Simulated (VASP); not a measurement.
Write the native input for VASP 6.6.1 that does the following.

```yaml
Task: electric field gradients
Functional: PBE
Potentials_or_basis: VASP PAW PBE potentials, release 64 (Co)
Cutoff: 520 eV
k_mesh: 19 × 19 × 10
Occupations: fermi-dirac, width 0.08 eV
Spin: collinear spin, ferromagnetic start
Starting_moments: "[2.0, 2.0] μB"
Dipole_correction: no
Further_INCAR_settings: ALGO = Normal; EDIFF = 1e-08; NBANDS = 20
```

The structure of Co lies in POSCAR:

```
Co
1.0
    2.4680156958      0.0000000000      0.0000000000
   -1.2340078479      2.1373642896      0.0000000000
    0.0000000000      0.0000000000      4.0081971921
Co
2
Direct
    0.3333333333      0.6666666667      0.2500000000
    0.6666666667      0.3333333333      0.7500000000
```

The input as run:

INCAR

```
SYSTEM = Co
  PREC = Accurate
  ENCUT = 520
  EDIFF = 1E-8
  ISMEAR = -1
  SIGMA = 0.08
  LREAL = .FALSE.
  LASPH = .TRUE.
  NELM = 150
  ALGO = Normal
  ISIF = 2
  LWAVE = .FALSE.
  LCHARG = .FALSE.
  ISPIN = 2
  MAGMOM = 2 2
  LORBIT = 11
  LMAXMIX = 4
  GGA = PE
  LEFG = .TRUE.
  NBANDS = 20
```

KPOINTS

```
Automatic mesh
0
G
  19 19 10
  0 0 0
```

Potentials or basis: VASP PAW PBE potentials, release 64 (Co).

The run is started by

```console
$ cat potpaw_PBE.64/Co/POTCAR > POTCAR
$ mpirun -np 1 vasp_std > vasp.out
```

Results of the run:

The pressure is 5.3 GPa and the net moment is 3.16 μB per cell. The site moments are Co +1.60 μB, the largest electric field gradient by atom is Co -2.6 V/Å² and the valence electrons inside the program's atomic spheres are Co 8.32.

Caveat: the cell stands under pressure; without QUAD_EFG the Cq values of the log hold for a quadrupole moment of 1 mb, not for the nuclei.

Run time: 85 s on 1 thread of Intel(R) Xeon(R) 6975P-C (Granite Rapids), with other jobs on the host, peak memory 0.25 GiB.
